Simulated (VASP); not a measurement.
A run of VASP 6.6.1:

INCAR

```
PREC = Accurate ; ENCUT = 520
EDIFF = 1E-7 ; ISMEAR = 0
SIGMA = 0.15 ; LREAL = F
LASPH = T ; NELM = 60
ALGO = Fast ; ISIF = 2
LWAVE = F ; LCHARG = F
GGA = PE ; NBANDS = 18
```

Contents of KPOINTS:

```
Automatic mesh
0
Gamma
  18 18 14
```

The input POSCAR:

```
CuAu
1.0
    2.7160000000      0.0000000000      0.0000000000
    0.0000000000      2.7160000000      0.0000000000
    0.0000000000      0.0000000000      3.6700000000
Cu Au
1 1
Direct
    0.5000000000      0.5000000000      0.5000000000
    0.0000000000      0.0000000000      0.0000000000
```

Potentials or basis: VASP PAW PBE potentials, release 64 (Cu, Au).

Run with:

```bash
$ cat potpaw_PBE.64/Cu/POTCAR potpaw_PBE.64/Au/POTCAR > POTCAR
$ mpirun -np 1 vasp_std > vasp.out
```

Hardware: 1 thread of Intel(R) Xeon(R) 6975P-C (Granite Rapids), on a shared host.

**Question.** Estimate the wall time of this run.

**Answer.** Wall time 81 s on 1 thread of Intel(R) Xeon(R) 6975P-C (Granite Rapids) (shared host), peak memory 0.32 GiB. Counts: scf iterations 17, k points 440.
